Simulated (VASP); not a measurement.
Wanted: the native input for a VASP 6.6.1 run.

- Task: relaxation of cell and atoms
- Functional: LDA
- Potentials or basis: VASP PAW LDA potentials, release 64 (Sn_d, O)
- Cutoff: 600 eV
- k mesh: 8 × 8 × 8
- Occupations: fermi-dirac, width 0.05 eV
- Spin: no spin polarisation
- Dipole correction: no
- Further INCAR settings: ALGO = Normal; EDIFF = 1e-07; IBRION = 2; EDIFFG = -0.01; NSW = 80; ISIF = 3

The structure of SnO2 lies in POSCAR:

```
SnO2
1.0
    1.6170930752      0.9336291223      4.8005925840
   -1.6170930752      0.9336291223      4.8005925840
    0.0000000000     -1.8672582446      4.8005925840
Sn O
1 2
Direct
    0.5000000000      0.5000000000      0.5000000000
    0.7628300000      0.7628300000      0.7628300000
    0.2371700000      0.2371700000      0.2371700000
```

One way to write it, as run:

INCAR

```
SYSTEM = SnO2
  PREC = Accurate
  ENCUT = 600
  EDIFF = 1E-7
  ISMEAR = -1
  SIGMA = 0.05
  LREAL = .FALSE.
  LASPH = .TRUE.
  NELM = 100
  ALGO = Normal
  ISIF = 3
  LWAVE = .FALSE.
  LCHARG = .FALSE.
  GGA = CA
  IBRION = 2
  NSW = 80
  EDIFFG = -0.01
```

KPOINTS

```
regular mesh
0
G
  8 8 8
  0 0 0
```

Potentials or basis: VASP PAW LDA potentials, release 64 (Sn_d, O).

Command:

```bash
$ cat potpaw_LDA.64/Sn_d/POTCAR potpaw_LDA.64/O/POTCAR > POTCAR
$ mpirun -np 1 vasp_std > vasp.out
```

Results of the run:

```json
{
  "Relaxed volume": "12.07 Å³/atom",
  "Relaxed cell": "a = 4.445 Å, b = 4.445 Å, c = 4.445 Å, α = 42.43°, β = 42.43°, γ = 42.43°",
  "Space group after relaxing (to 0.1 Å)": "R-3m (No. 166)",
  "Energy gained by relaxing": "46.6 meV/atom",
  "Ionic steps": "30",
  "Pressure after relaxing": "0.0 GPa",
  "Largest force after relaxing": "0.006 eV/Å",
  "Band gap on the k mesh": "1.46 eV"
}
```

Caveat: the volume moved by over 15 % at a fixed basis, so the end points are rough; spin-orbit coupling is left out, which moves the levels of the heavy elements.

It took 46 min on 1 thread of Intel(R) Xeon(R) 6975P-C (Granite Rapids), with other jobs on the host, peak memory 0.29 GiB.
